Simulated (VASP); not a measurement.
Here is a VASP 6.6.1 calculation.

INCAR

```
ALGO = Normal ; EDIFF = 1E-7
EDIFFG = -0.005 ; ENCUT = 560
GGA = CA ; GGA_COMPAT = F
IBRION = 2 ; ISIF = 3
ISMEAR = -1 ; LASPH = T
LCHARG = F ; LREAL = F
LWAVE = F ; NELM = 120
NELMIN = 4 ; NSW = 80
PREC = Accurate ; SIGMA = 0.02
```

File KPOINTS:

```
k-points
0
Gamma
  8 8 8
```

POSCAR

```
BAs
1.0
    0.0000000000      2.4046251121      2.4046251121
    2.4046251121      0.0000000000      2.4046251121
    2.4046251121      2.4046251121      0.0000000000
B As
1 1
Direct
    0.0000000000      0.0000000000      0.0000000000
    0.2500000000      0.2500000000      0.2500000000
```

Potentials or basis: VASP PAW LDA potentials, release 64 (B, As_d).

The run is started by

```sh
$ cat potpaw_LDA.64/B/POTCAR potpaw_LDA.64/As_d/POTCAR > POTCAR
$ mpirun -np 1 vasp_std > vasp.out
```

(1) Estimate the relaxed cell.

(2) What does it give for the band gap on the k mesh?

(3) Estimate the relaxed volume.

(4) Predict the space group after relaxing (to 0.1 Å).

Results:

(1) a = 3.349 Å, b = 3.349 Å, c = 3.349 Å, α = 60.00°, β = 60.00°, γ = 60.00°.

(2) 1.12 eV (least direct gap 3.28 eV).

(3) 13.28 Å³/atom.

(4) F-43m (No. 216).
